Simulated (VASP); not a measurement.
A run of VASP 6.6.1 is set up as follows.

Contents of INCAR:

```
SYSTEM = B32HN32
PREC = Accurate
ENCUT = 520
EDIFF = 1E-7
ISMEAR = -1
SIGMA = 0.05
LREAL = Auto
LASPH = .True.
NELM = 120
ALGO = Normal
ISIF = 2
LWAVE = .False.
LCHARG = .False.
GGA = PS
IBRION = 2
NSW = 100
EDIFFG = -0.03
NELECT = 256.0
ISYM = -1
GGA_COMPAT = .False.
NELMIN = 4
```

File KPOINTS:

```
explicit points
1
Reciprocal
  0.25000000   0.25000000   0.25000000 1
```

Contents of POSCAR:

```
B32HN32
1.0
    7.2115910000      0.0000000000      0.0000000000
    0.0000000000      7.2115910000      0.0000000000
    0.0000000000      0.0000000000      7.2115910000
B N H
32 32 1
Direct
    0.0061050000      0.0029120000      0.9990120000
    0.9986850000      0.0031380000      0.5042510000
    0.9989860000      0.5012360000      0.0003920000
    0.9975270000      0.4975260000      0.4992010000
    0.4990730000      0.0013800000      0.9977070000
    0.4983580000      0.0014780000      0.5040550000
    0.5015100000      0.4993310000      0.9984030000
    0.4998520000      0.5014950000      0.4983940000
    0.2521250000      0.2454350000      0.9970220000
    0.2447820000      0.2520630000      0.4970860000
    0.2516970000      0.7489310000      0.9960000000
    0.2545030000      0.7512810000      0.5005000000
    0.7541060000      0.2478360000      0.0001140000
    0.7551500000      0.2465550000      0.5021360000
    0.7475930000      0.7466680000      0.0034700000
    0.7509450000      0.7519440000      0.5032170000
    0.2475810000      0.0011510000      0.2491120000
    0.2529090000      0.9942200000      0.7458580000
    0.2514390000      0.5069360000      0.2568720000
    0.2463180000      0.5004420000      0.7461520000
    0.7478780000      0.9968300000      0.2490090000
    0.7501580000      0.0001730000      0.7466930000
    0.7483810000      0.5058930000      0.2486250000
    0.7495860000      0.4965240000      0.7521540000
    0.9958320000      0.2513250000      0.2481270000
    0.0017690000      0.2511330000      0.7515150000
    0.9993470000      0.7505730000      0.2513730000
    0.9983630000      0.7491640000      0.7486780000
    0.5018850000      0.2506900000      0.2491100000
    0.5031600000      0.2475190000      0.7530400000
    0.4980840000      0.7502260000      0.2504150000
    0.5029950000      0.7527660000      0.7526670000
    0.1265600000      0.1258560000      0.1220910000
    0.1214560000      0.1278360000      0.6267710000
    0.1264730000      0.6245150000      0.1281180000
    0.1254560000      0.6271300000      0.6250960000
    0.6243650000      0.1213530000      0.1243550000
    0.6238610000      0.1237260000      0.6243220000
    0.6295660000      0.6282380000      0.1280450000
    0.6236330000      0.6276740000      0.6271480000
    0.3778210000      0.3730100000      0.1236990000
    0.3717550000      0.3768540000      0.6267280000
    0.3775820000      0.8743720000      0.1225760000
    0.3732410000      0.8733740000      0.6242400000
    0.8744610000      0.3754570000      0.1257380000
    0.8733970000      0.3708870000      0.6280830000
    0.8716380000      0.8749450000      0.1228280000
    0.8726630000      0.8739190000      0.6283360000
    0.3761840000      0.1228400000      0.3723690000
    0.3788160000      0.1316290000      0.8736620000
    0.3738100000      0.6272730000      0.3802160000
    0.3716740000      0.6233720000      0.8748590000
    0.8747910000      0.1280420000      0.3719460000
    0.8781350000      0.1202560000      0.8703200000
    0.8723220000      0.6242340000      0.3752950000
    0.8818550000      0.6237870000      0.8745670000
    0.1259990000      0.3703050000      0.3731400000
    0.1241110000      0.3821730000      0.8734810000
    0.1221100000      0.8730430000      0.3740590000
    0.1258290000      0.8762370000      0.8744160000
    0.6286240000      0.3736650000      0.3712210000
    0.6243290000      0.3729580000      0.8767770000
    0.6296130000      0.8752300000      0.3747530000
    0.6222910000      0.8735850000      0.8734190000
    0.3761030000      0.3756130000      0.3712390000
```

Potentials or basis: VASP PAW PBE potentials, release 64 (B, N, H).

Run with:

```bash
$ cat potpaw_PBE.64/B/POTCAR potpaw_PBE.64/N/POTCAR potpaw_PBE.64/H/POTCAR > POTCAR
$ mpirun -np 1 vasp_std > vasp.out
```

Question: What does it give for the energy gained by relaxing?

Answer: 45.3 meV/atom.

Final structure:
```
B N H
1.0
     7.21159    0.00000    0.00000
     0.00000    7.21159    0.00000
     0.00000    0.00000    7.21159
B N H
32 32 1
Direct
  0.99840 0.00006 0.00178
  0.99946 0.99908 0.50279
  0.99746 0.50052 0.00126
  0.99820 0.49995 0.50224
  0.49769 0.99754 0.00143
  0.50005 0.99567 0.50586
  0.49816 0.50797 0.99221
  0.49705 0.49992 0.50445
  0.24693 0.24697 0.00034
  0.24831 0.25099 0.50282
  0.24705 0.75162 0.00068
  0.24778 0.75003 0.50245
  0.74921 0.25101 0.00200
  0.75289 0.24654 0.50640
  0.74891 0.75009 0.00136
  0.74890 0.74887 0.50249
  0.24783 0.99757 0.25126
  0.24822 0.00003 0.75197
  0.23924 0.50762 0.25184
  0.24761 0.50055 0.75094
  0.75230 0.99566 0.25364
  0.74922 0.99908 0.75304
  0.75102 0.49998 0.25065
  0.74869 0.49996 0.75176
  0.99894 0.24958 0.25218
  0.99894 0.24962 0.75253
  0.99704 0.75101 0.25192
  0.99816 0.74994 0.75178
  0.51975 0.21892 0.27364
  0.49859 0.24957 0.75241
  0.49824 0.74985 0.25185
  0.49831 0.75109 0.75048
  0.12478 0.12526 0.12791
  0.12439 0.12551 0.62723
  0.11996 0.62860 0.12639
  0.12321 0.62510 0.62690
  0.62528 0.12200 0.12802
  0.62446 0.12409 0.62859
  0.62325 0.62503 0.12644
  0.62355 0.62452 0.62678
  0.36358 0.39110 0.11706
  0.37364 0.37487 0.62742
  0.37350 0.87454 0.12707
  0.37367 0.87519 0.62739
  0.87388 0.37486 0.12724
  0.87434 0.37494 0.62792
  0.87387 0.87517 0.12725
  0.87390 0.87481 0.62751
  0.37434 0.12206 0.37890
  0.37440 0.12521 0.87831
  0.37295 0.62496 0.37684
  0.37271 0.62878 0.87336
  0.87503 0.12409 0.37799
  0.87358 0.12554 0.87801
  0.87319 0.62452 0.37711
  0.87330 0.62509 0.87687
  0.12368 0.37557 0.37651
  0.12410 0.37546 0.87766
  0.12378 0.87489 0.37740
  0.12320 0.87610 0.87680
  0.62541 0.37205 0.37898
  0.62288 0.37559 0.87720
  0.62434 0.87368 0.37787
  0.62384 0.87490 0.87735
  0.46869 0.39722 0.21756
```

Caveat: the cell carries a net charge on a neutralising background, which shifts energy and pressure.
